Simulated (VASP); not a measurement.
# AlN (P6_3mc) in VASP: notebook

AlN is run at these levels: HSE06, PBE; tasks: single point.

Program: VASP 6.6.1. These are calculated values, not measurements. Logs are shortened: lines on timing, memory, paths and dates and some standing lists are left out, and cuts for length are marked.

**1. The cell of the first run**

It takes space group P6_3mc (No. 186, hexagonal). Conventional cell: a = 3.013 Å, b = 3.013 Å, c = 5.055 Å, α = 90.00°, β = 90.00°, γ = 120.00°. Within 2.5 Å of Al (site symmetry 3m) lie 4 N at 1.85 to 1.89 Å. N (site symmetry 3m) has 4 Al at 1.85 to 1.89 Å within 2.5 Å.

**2. Single point, HSE06 (epitaxial xy strain -3.0%)**

The input, POSCAR:

```
AlN
1.0
    3.0134929486      0.0000000000      0.0000000000
   -1.5067464743      2.6097614476      0.0000000000
    0.0000000000      0.0000000000      5.0552598052
Al N
2 2
Direct
    0.3333333333      0.6666666667      0.0007001071
    0.6666666667      0.3333333333      0.5007001071
    0.3333333333      0.6666666667      0.3742998929
    0.6666666667      0.3333333333      0.8742998929
```

The input, INCAR.step1:

```
  PREC = Accurate
  ENCUT = 520
  EDIFF = 1E-5
  ISMEAR = 0
  SIGMA = 0.01
  LREAL = False
  LASPH = True
  NELM = 60
  ALGO = Normal
  ISIF = 2
  LWAVE = True
  LCHARG = False
  GGA = PE
  NBANDS = 16
```

The input, INCAR.step2:

```
  PREC = Accurate
  ENCUT = 520
  EDIFF = 1E-6
  ISMEAR = 0
  SIGMA = 0.01
  LREAL = False
  LASPH = True
  NELM = 60
  ALGO = Normal
  ISIF = 2
  LWAVE = False
  LCHARG = False
  GGA = PE
  LHFCALC = True
  HFSCREEN = 0.2079
  PRECFOCK = Normal
  ISTART = 1
  NBANDS = 16
```

The input, KPOINTS:

```
regular mesh
0
Gamma
  6 6 4
```

Potentials or basis: VASP PAW PBE potentials, release 64 (Al, N).

The run is started by

```console
$ cat potpaw_PBE.64/Al/POTCAR potpaw_PBE.64/N/POTCAR > POTCAR
$ cp INCAR.step1 INCAR
$ mpirun -np 1 vasp_std > vasp.out
$ cp INCAR.step2 INCAR
$ mpirun -np 1 vasp_std > vasp.out
```

OUTCAR:

```text
PREC = Accurate
   ENCUT = 520
   EDIFF = 1E-6
   ISMEAR = 0
   LREAL = False
   LASPH = True
   NELM = 60
   ISIF = 2
   GGA = PE
   LHFCALC = True
   HFSCREEN = 0.2079
   PRECFOCK = Normal
   ISTART = 1

 ion  position               nearest neighbor table
   1  0.333  0.667  0.001-   4 1.85   4 1.85   4 1.85   3 1.89   2 3.07   2 3.07   2 3.07   2 3.07
                             2 3.07   2 3.07
   2  0.667  0.333  0.501-   3 1.85   3 1.85   3 1.85   4 1.89   1 3.07   1 3.07   1 3.07   1 3.07
                             1 3.07   1 3.07
   3  0.333  0.667  0.374-   2 1.85   2 1.85   2 1.85   1 1.89
   4  0.667  0.333  0.874-   1 1.85   1 1.85   1 1.85   2 1.89

  LATTYP: Found a hexagonal cell.
 ALAT       =     3.0134929486
 C/A-ratio  =     1.6775416075

  Lattice vectors:

 A1 = (   3.0134929486,   0.0000000000,   0.0000000000)
 A2 = (  -1.5067464743,   2.6097614476,   0.0000000000)
 A3 = (   0.0000000000,   0.0000000000,   5.0552598052)

Analysis of symmetry for initial positions (statically):
=====================================================================
 Subroutine PRICEL returns:
 Original cell was already a primitive cell.

 Routine SETGRP: Setting up the symmetry group for a
 hexagonal supercell.

 Subroutine GETGRP returns: Found 12 space group operations
 (whereof  6 operations were pure point group operations)
 out of a pool of 24 trial point group operations.

The static configuration has the point symmetry C_3v.
 The point group associated with its full space group is C_6v.

Analysis of symmetry for dynamics (positions and initial velocities):
=====================================================================
 Subroutine PRICEL returns:
 Original cell was already a primitive cell.

 Routine SETGRP: Setting up the symmetry group for a
 hexagonal supercell.

 Subroutine GETGRP returns: Found 12 space group operations
 (whereof  6 operations were pure point group operations)
 out of a pool of 24 trial point group operations.

The dynamic configuration has the point symmetry C_3v.
 The point group associated with its full space group is C_6v.

 Subroutine INISYM returns: Found 12 space group operations
 (whereof  6 operations are pure point group operations),
 and found     1 'primitive' translations

----------------------------------------------------------------------------------------

[... 101 lines left out ...]
   TEBEG  =    0.0;   TEEND  =   0.0 temperature during run
   PSTRESS=    0.0 pullay stress
   NELECT =      16.0000    total number of electrons
   NUPDOWN=      -1.0000    fix difference up-down
   EMIN   =  10.00;   EMAX   =-10.00  energy-range for DOS
   EFERMI =   0.00;   METHOD = LEGACY
   ISMEAR =     0;   SIGMA  =   0.01  broadening in eV -4-tet -1-fermi 0-gaus
   EFERMI_NEDOS =   21; number of points for ismear=-14 and -15
   IALGO  =     38    algorithm
   IMIX   =      1    mixing-type and parameters
     AMIX     =   0.40;   BMIX     =  1.00
     AMIX_MAG =   1.60;   BMIX_MAG =  1.00
  volume/ion in A,a.u.               =       9.94        67.07
  Fermi-wavevector in a.u.,A,eV,Ry     =   1.208676  2.284067 19.876729  1.460898
  Thomas-Fermi vector in A             =   2.344277
   LORBIT       =      0    0 simple, 1 ext, 2 COOP (PROOUT), +10 PAW based schemes
   GGA     = PE    functional components
   LHFCALC =     T    Hartree Fock is set to
   PRECFOCK=normal    Normal, Fast or Accurate (Low or Medium for compatibility)
   ENCUT4O =  -1.0   cutoff for four orbital integrals eV
   NKREDX  =     1    reduce k-point grid by
   NKREDY  =     1    reduce k-point grid by
   NKREDZ  =     1    reduce k-point grid by
   AEXX    =    0.2500 exact exchange contribution
   HFSCREEN=    0.2079 screening length (either q_TF or 0.3 A-1)
   HFSCREENC=   0.2079 screening length for correlation (either q_TF or 0.3 A-1)
   ENCUTFOCK=  -1.0 apply spherical cutoff to Coloumb kernel
   IVDW    =     0    specifies the selected vdW correction
   LEPSILON=     F    determine dielectric tensor
   LRPA    =     F    only Hartree local field effects (RPA)
 non-spin polarized calculation
 Gauss-broadening in eV      SIGMA  =   0.01
  energy-cutoff  :      520.00
  volume of cell :       39.76
 maximum number of plane-waves:      1099
 NGX is ok and might be reduce to    24
  NGX = 18; NGY = 18; NGZ = 30

 number of electron      16.0000004 magnetization

 Free energy of the ion-electron system (eV)
  ---------------------------------------------------
  ext. energy  EPLUGINS =         0.00000000
  ---------------------------------------------------
  free energy    TOTEN  =       -34.77884614 eV

  energy without entropy =      -34.77884614  energy(sigma->0) =      -34.77884614

 E-fermi :   5.7299     XC(G=0):  -9.1667

 val. band max:        5.6023046274   @ k =   0.0000   0.0000   0.0000
 cond. band min:      11.6417000011   @ k =   0.0000   0.0000   0.0000
 fundamental gap:      6.0393953737
 Fermi energy:         5.7299162278

 k-point     1 :       0.0000    0.0000    0.0000
  band No.  band energies     occupation
      1     -11.2982      2.00000
      2      -9.0559      2.00000
      3      -1.2109      2.00000
      4       5.0035      2.00000
      5       5.0035      2.00000
      6       5.4019      2.00000
[... 376 lines left out ...]
      3       0.4485      2.00000
      4       0.4485      2.00000
      5       1.3457      2.00000
      6       1.3457      2.00000
[... 8 lines left out ...]
     15      21.6689      0.00000
     16      21.6689      0.00000

------------------------ aborting loop because EDIFF is reached ----------------------------------------

  FORCE on cell =-STRESS in cart. coord.  units (eV):
  Direction    XX          YY          ZZ          XY          YZ          ZX
  --------------------------------------------------------------------------------------
  -------------------------------------------------------------------------------------
  Total        3.9129976      3.9129976     -0.2115364      0.0000000      0.0000000      0.0000000
  in kB      157.6905593    157.6905593     -8.5247407      0.0000000      0.0000000      0.0000000
  external PRESSURE =     102.2854593 kB  Pullay stress =       0.0000000 kB

 VOLUME and BASIS-vectors are now :
 -----------------------------------------------------------------------------
  energy-cutoff  :      520.00
  volume of cell :       39.76
      direct lattice vectors                 reciprocal lattice vectors
     3.013492949  0.000000000  0.000000000     0.331840830  0.191588392  0.000000000
    -1.506746474  2.609761448  0.000000000     0.000000000  0.383176785  0.000000000
     0.000000000  0.000000000  5.055259805     0.000000000  0.000000000  0.197813770

 POSITION                                       TOTAL-FORCE (eV/Angst)
 -----------------------------------------------------------------------------------
     -0.00000      1.73984      0.00354        -0.000000      0.000000     -0.001301
      1.50675      0.86992      2.53117        -0.000000     -0.000000     -0.001301
     -0.00000      1.73984      1.89218        -0.000000      0.000000      0.001301
      1.50675      0.86992      4.41981         0.000000     -0.000000      0.001301
 -----------------------------------------------------------------------------------
    total drift:                                0.000000     -0.000000      0.000307

  FREE ENERGIE OF THE ION-ELECTRON SYSTEM (eV)
  ---------------------------------------------------
  free  energy   TOTEN  =       -34.7788461351 eV

  energy  without entropy=      -34.7788461351  energy(sigma->0) =      -34.77884614
```

Run time: 21 min. Hardware: 1 thread of Intel Xeon Platinum 8375C at 2.90GHz (Ice Lake), shared host; peak memory 0.26 GiB.

What came out:

```yaml
Free_energy: -34.7788 eV
Pressure: 10.2 GPa
Band_gap_on_the_k_mesh: 6.04 eV, direct
```

Stress tensor (GPa, compression positive):
```
15.77  0.00  0.00
 0.00 15.77  0.00
 0.00  0.00 -0.85
```

Levels at points of the mesh, in eV from the valence-band top:
```
           k point  band 6  band 7  band 8  band 9  band 10  band 11
(0.00, 0.00, 0.00)   -0.20    0.00    0.00    6.04     9.17    12.67
(0.50, 0.00, 0.00)   -2.01   -1.94   -0.64    7.00     7.70    10.32
(0.00, 0.00, 0.50)   -0.31   -0.31   -0.31    8.66     8.66    12.32
(0.50, 0.00, 0.50)   -1.62   -1.39   -1.39    6.74     6.74    11.22
```

Caveat: the cell differs from its parent crystal (epitaxial xy strain -3.0%); the PAW data sets were made with another functional, which shifts forces and pressure a little. A k mesh can miss the band edges.

**3. Single point, PBE (epitaxial xy strain -3.0%)**

The input, INCAR:

```
  PREC = Accurate
  ENCUT = 600
  EDIFF = 1E-6
  ISMEAR = -1
  SIGMA = 0.02
  LREAL = False
  LASPH = True
  NELM = 120
  ALGO = Normal
  ISIF = 2
  LWAVE = False
  LCHARG = False
  GGA = PE
  NBANDS = 16
  GGA_COMPAT = False
```

The input, KPOINTS:

```
Automatic mesh
0
Gamma
  12 12 6
```

The input, POSCAR:

```
AlN
1.0
    3.0134929461      0.0000000000      0.0000000000
   -1.5067464730      2.6097614454      0.0000000000
    0.0000000000      0.0000000000      5.0552598016
Al N
2 2
Direct
    0.3333333333      0.6666666667      0.0007001085
    0.6666666667      0.3333333333      0.5007001085
    0.3333333333      0.6666666667      0.3742998915
    0.6666666667      0.3333333333      0.8742998915
```

Potentials or basis: VASP PAW PBE potentials, release 64 (Al, N).

The run is started by

```console
$ cat potpaw_PBE.64/Al/POTCAR potpaw_PBE.64/N/POTCAR > POTCAR
$ mpirun -np 1 vasp_std > vasp.out
```

Run time: 34 s. Hardware: 1 thread of Intel Xeon Platinum 8488C (Sapphire Rapids), shared host; peak memory 0.18 GiB.

Results (log left out):

```
Free energy            : -29.5989 eV
Pressure               : 15.3 GPa
Largest force          : 0.033 eV/Å
Band gap on the k mesh : 4.63 eV, direct
```

Forces in eV/Å, atoms in the order of the input:
```
Al   0.000  0.000  0.033
Al   0.000  0.000  0.033
N    0.000  0.000 -0.033
N    0.000  0.000 -0.033
```

Stress tensor (GPa, compression positive):
```
20.61  0.00  0.00
 0.00 20.61  0.00
 0.00  0.00  4.71
```

Levels at points of the mesh, in eV from the valence-band top:
```
           k point  band 6  band 7  band 8  band 9  band 10  band 11
(0.00, 0.00, 0.00)   -0.22    0.00    0.00    4.63     7.63    10.76
(0.50, 0.00, 0.00)   -1.85   -1.82   -0.58    5.62     6.28     8.73
(0.00, 0.00, 0.50)   -0.27   -0.27   -0.27    7.11     7.11    10.60
(0.50, 0.00, 0.50)   -1.51   -1.26   -1.26    5.36     5.36     9.65
```

Caveat: the cell differs from its parent crystal (epitaxial xy strain -3.0%).

**4. Single point, PBE**

This run uses another cell than the first one, of 10.40 Å³/atom, 1.047 times its volume.

The input, INCAR:

```
PREC = Accurate
ENCUT = 600
EDIFF = 1E-6
ISMEAR = -1
SIGMA = 0.02
LREAL = False
LASPH = True
NELM = 120
ALGO = Normal
ISIF = 2
LWAVE = False
LCHARG = False
GGA = PE
NBANDS = 16
GGA_COMPAT = False
```

The input, KPOINTS:

```
regular mesh
0
Gamma
  12 12 6
```

The input, POSCAR:

```
AlN
1.0
    3.1066937589      0.0000000000      0.0000000000
   -1.5533468794      2.6904757169      0.0000000000
    0.0000000000      0.0000000000      4.9785915513
Al N
2 2
Direct
    0.3333333333      0.6666666667     -0.0032954729
    0.6666666667      0.3333333333      0.4967045271
    0.3333333333      0.6666666667      0.3782954729
    0.6666666667      0.3333333333      0.8782954729
```

The run is started by

```console
$ cat potpaw_PBE.64/Al/POTCAR potpaw_PBE.64/N/POTCAR > POTCAR
$ mpirun -np 1 vasp_std > vasp.out
```

Run time: 60 s. Hardware: 1 thread of Intel Xeon Platinum 8488C (Sapphire Rapids), shared host; peak memory 0.2 GiB.

Results (log left out):

```
Free energy            : -29.7709 eV
Pressure               : 4.3 GPa
Largest force          : 0.009 eV/Å
Band gap on the k mesh : 4.24 eV, direct
```

Forces in eV/Å, atoms in the order of the input:
```
Al   0.000  0.000 -0.009
Al   0.000  0.000 -0.009
N    0.000  0.000  0.009
N    0.000  0.000  0.009
```

Stress tensor (GPa, compression positive):
```
4.33 0.00 0.00
0.00 4.33 0.00
0.00 0.00 4.17
```

Levels at points of the mesh, in eV from the valence-band top:
```csv
k point,band 5,band 6,band 7,band 8,band 9,band 10,band 11,band 12
"(0.00, 0.00, 0.00)",-0.86,-0.21,-0.21,0.00,4.24,6.70,10.64,11.19
"(0.50, 0.00, 0.00)",-3.35,-2.09,-1.78,-0.69,5.81,5.84,8.22,10.31
"(0.00, 0.00, 0.50)",-0.54,-0.54,-0.54,-0.54,6.51,6.51,10.35,10.35
"(0.50, 0.00, 0.50)",-1.47,-1.47,-1.37,-1.37,5.32,5.32,9.28,9.28
```

A k mesh can miss the band edges.

**5. Single point, PBE (epitaxial xy strain +1.5%)**

The input, INCAR:

```
SYSTEM = AlN
PREC     = Accurate       ! precision mode
ENCUT    = 600            ! plane-wave cutoff, eV
EDIFF    = 1E-6           ! SCF threshold, eV
ISMEAR   = -1             ! smearing method
SIGMA    = 0.02           ! smearing width, eV
LREAL    = .FALSE.        ! projectors in reciprocal space
LASPH    = .TRUE.         ! aspherical terms in the spheres
NELM     = 120            ! most SCF steps
ALGO     = Normal         ! electronic algorithm
ISIF     = 2              ! what is computed and relaxed
LWAVE    = .FALSE.        ! write WAVECAR
LCHARG   = .FALSE.        ! write CHGCAR
GGA      = PE             ! functional
NBANDS   = 16             ! bands
GGA_COMPAT= .FALSE.
```

The input, KPOINTS:

```
regular mesh
0
G
  12 12 6
  0 0 0
```

The input, POSCAR:

```
AlN
1.0
    3.1532941652      0.0000000000      0.0000000000
   -1.5766470826      2.7308328527      0.0000000000
    0.0000000000      0.0000000000      4.9360797762
Al N
2 2
Direct
    0.3333333333      0.6666666667     -0.0053356499
    0.6666666667      0.3333333333      0.4946643501
    0.3333333333      0.6666666667      0.3803356499
    0.6666666667      0.3333333333      0.8803356499
```

The run is started by

```console
$ cat potpaw_PBE.64/Al/POTCAR potpaw_PBE.64/N/POTCAR > POTCAR
$ mpirun -np 1 vasp_std > vasp.out
```

It took 65 s on 1 thread of Intel Xeon Platinum 8488C (Sapphire Rapids), shared host; peak memory 0.2 GiB.

Results (log left out):

```
Free energy            : -29.7702 eV
Pressure               : -0.3 GPa
Largest force          : 0.026 eV/Å
Band gap on the k mesh : 3.94 eV, direct
```

Forces on the atoms (eV/Å):
```
Al   0.000  0.000 -0.026
Al   0.000  0.000 -0.026
N    0.000  0.000  0.026
N    0.000  0.000  0.026
```

Stress tensor (GPa, compression positive):
```
-2.46  0.00  0.00
 0.00 -2.46  0.00
 0.00  0.00  3.96
```

Levels at points of the mesh, in eV from the valence-band top:
| k point | band 6 | band 7 | band 8 | band 9 | band 10 | band 11 |
| --- | --- | --- | --- | --- | --- | --- |
| (0.00, 0.00, 0.00) | -0.39 | -0.39 | 0.00 | 3.94 | 6.18 | 10.50 |
| (0.50, 0.00, 0.00) | -2.30 | -1.84 | -0.82 | 5.52 | 5.81 | 7.89 |
| (0.00, 0.00, 0.50) | -0.75 | -0.75 | -0.75 | 6.12 | 6.12 | 10.15 |
| (0.50, 0.00, 0.50) | -1.65 | -1.39 | -1.39 | 5.20 | 5.20 | 9.03 |

Caveat: the cell differs from its parent crystal (epitaxial xy strain +1.5%). A k mesh can miss the band edges.

**6. Overview**

| level | cell | k mesh | cutoff (eV) | smearing | grid for exact exchange (PRECFOCK) | screening parameter | gap on the mesh (eV) | pressure (GPa) | largest force (eV/Å) |
| --- | --- | --- | --- | --- | --- | --- | --- | --- | --- |
| HSE06 | a = 3.013, b = 3.013, c = 5.055 Å, angles 90.0, 90.0, 120.0°, 4 atoms | 6 × 6 × 4 | 520 | gaussian 0.01 eV | Normal | 0.2079 1/Å | 6.04 | 10.2 | - |
| PBE | a = 3.013, b = 3.013, c = 5.055 Å, angles 90.0, 90.0, 120.0°, 4 atoms | 12 × 12 × 6 | 600 | fermi-dirac 0.02 eV | - | - | 4.63 | 15.3 | 0.03 |
| PBE | a = 3.107, b = 3.107, c = 4.979 Å, angles 90.0, 90.0, 120.0°, 4 atoms | 12 × 12 × 6 | 600 | fermi-dirac 0.02 eV | - | - | 4.24 | 4.3 | 0.01 |
| PBE | a = 3.153, b = 3.153, c = 4.936 Å, angles 90.0, 90.0, 120.0°, 4 atoms | 12 × 12 × 6 | 600 | fermi-dirac 0.02 eV | - | - | 3.94 | -0.3 | 0.03 |

Alike in all rows: task single point; potentials or basis VASP PAW PBE potentials, release 64 (Al, N); no spin polarisation.

Caveats: the PAW data sets were made with another functional, which shifts forces and pressure a little (some runs).

Absolute energies hang on the potentials; compare differences alone.
